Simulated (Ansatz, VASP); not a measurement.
## CdC2: VASP beside Ansatz

Contents of INCAR:

```
SYSTEM = CdC2
  ALGO = Normal
  EDIFF = 1E-7
  EDIFFG = -0.05
  ENCUT = 600
  IBRION = 2
  ISIF = 3
  ISMEAR = 0
  LASPH = .True.
  LCHARG = .False.
  LREAL = .False.
  LWAVE = .False.
  NELM = 100
  NSW = 100
  PREC = Accurate
  SIGMA = 0.1
```

File KPOINTS:

```
k-points
0
Gamma
  8 8 8
  0 0 0
```

The input POSCAR:

```
CdC2
1.0
   -1.7833289526      1.7833289526      2.9521903650
    1.7833289526     -1.7833289526      2.9521903650
    1.7833289526      1.7833289526     -2.9521903650
Cd C
1 2
Direct
    0.0000000000      0.0000000000      0.0000000000
    0.5978927200      0.5978927200      0.0000000000
    0.4021072800      0.4021072800      0.0000000000
```

Input for Ansatz:

```yaml
crystal:
  lattice:
    - [-1.7833289526, 1.7833289526, 2.952190365]
    - [1.7833289526, -1.7833289526, 2.952190365]
    - [1.7833289526, 1.7833289526, -2.952190365]
  atoms:
    - { symbol: Cd, position: [0.0, 0.0, 0.0] }
    - { symbol: C, position: [0.59789272, 0.59789272, 0.0] }
    - { symbol: C, position: [0.40210728, 0.40210728, 0.0] }
basis:
  ecutwfc: 420
kpoints:
  mp_grid: { grid: [8, 8, 8] }
hamiltonian:
  xc: lda
scf:
  occupations: { method: gaussian, width: 0.1 }
output:
  forces: true
  stress: true
  eigenvalues: true
relax:
  adjacent_minimum: "off"
  f_tol: 0.05
  max_steps: 80
  cell: { stress_tol: 0.5 }
```

Alike in both runs: task relaxation of cell and atoms; functional LDA; k mesh 8 × 8 × 8; occupations gaussian, width 0.1 eV; no spin polarisation.

```csv
,VASP,Ansatz
version,VASP 6.6.1,Ansatz 0.2.0
potentials or method,"VASP PAW LDA potentials, release 64 (Cd, C), cutoff 600 eV","scalar-relativistic, plane waves, PAW"
valence electrons in the cell,20,28
```

VASP gave:

- gap on the k mesh at the Fermi level, each at its own relaxed structure (eV): 3.27
- relaxed volume (Å³/atom): 14.83
- relaxed cell length with the largest relative difference (Å): 3.944

Problem. Which values does Ansatz return?

Solution. gap on the k mesh at the Fermi level, each at its own relaxed structure (eV): 3.25; relaxed volume (Å³/atom): 15.01; relaxed cell length with the largest relative difference (Å): 3.951.

LDA's correlation is that of Perdew and Zunger in VASP and of Perdew and Wang (1992) in Ansatz. VASP's potentials hold 20 valence electrons a cell and Ansatz's 28, so a difference there can come from the potentials and not from the codes.

Noted on VASP's run: the volume moved by over 15 % at a fixed basis, so the end points are rough.
